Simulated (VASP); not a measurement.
Ti12B: single point with PBE

Ti12B, a slab with vacuum:

```
Ti B
1.0
     5.81509    0.00000    0.00000
    -2.90754    5.03602    0.00000
     0.00000    0.00000   19.99353
Ti B
12 1
Direct
  0.33333 0.16667 0.20006
  0.33333 0.66667 0.20006
  0.83333 0.16667 0.20006
  0.83333 0.66667 0.20006
  0.16667 0.33333 0.31244
  0.16667 0.83333 0.31244
  0.66667 0.33333 0.31244
  0.66667 0.83333 0.31244
  0.00000 0.00000 0.42481
  0.00000 0.50000 0.42481
  0.50000 0.00000 0.42481
  0.50000 0.50000 0.42481
  0.33333 0.16667 0.48971
```

```json
{
 "Program": "VASP 6.6.1",
 "Task": "single point",
 "Functional": "PBE",
 "Potentials or basis": "VASP PAW PBE potentials, release 64 (Ti_sv, B)",
 "Cutoff": "520 eV",
 "k mesh": "6 × 6 × 1",
 "Occupations": "gaussian, width 0.1 eV",
 "Spin": "no spin polarisation"
}
```

```yaml
Largest_force: 0.698 eV/Å
Band_gap_on_the_k_mesh: zero (an odd number of electrons rules out a gap without spin polarisation)
```

Forces in eV/Å, atoms in the order of the input:
```
Ti   0.000  0.000  0.007
Ti  -0.048 -0.028  0.048
Ti   0.000  0.056  0.048
Ti   0.048 -0.028  0.048
Ti  -0.226  0.130 -0.212
Ti   0.000 -0.261 -0.212
Ti   0.226  0.130 -0.212
Ti   0.000  0.000 -0.658
Ti   0.119  0.069  0.144
Ti   0.000  0.000  0.698
Ti  -0.119  0.069  0.144
Ti   0.000 -0.137  0.144
B    0.000  0.000  0.017
```

Levels at points of the mesh, in eV from the Fermi level:
| k point | band 70 | band 71 | band 72 | band 73 | band 74 | band 75 |
| --- | --- | --- | --- | --- | --- | --- |
| (0.00, 0.00, 0.00) | -0.06 | 0.16 | 0.49 | 0.55 | 0.55 | 0.65 |
| (0.50, 0.00, 0.00) | -0.40 | -0.36 | -0.32 | -0.24 | -0.19 | -0.08 |

It took 23 min on 1 thread of Intel(R) Xeon(R) Platinum 8175M CPU @ 2.50GHz (Skylake/Cascade Lake) (shared host), peak memory 0.82 GiB.
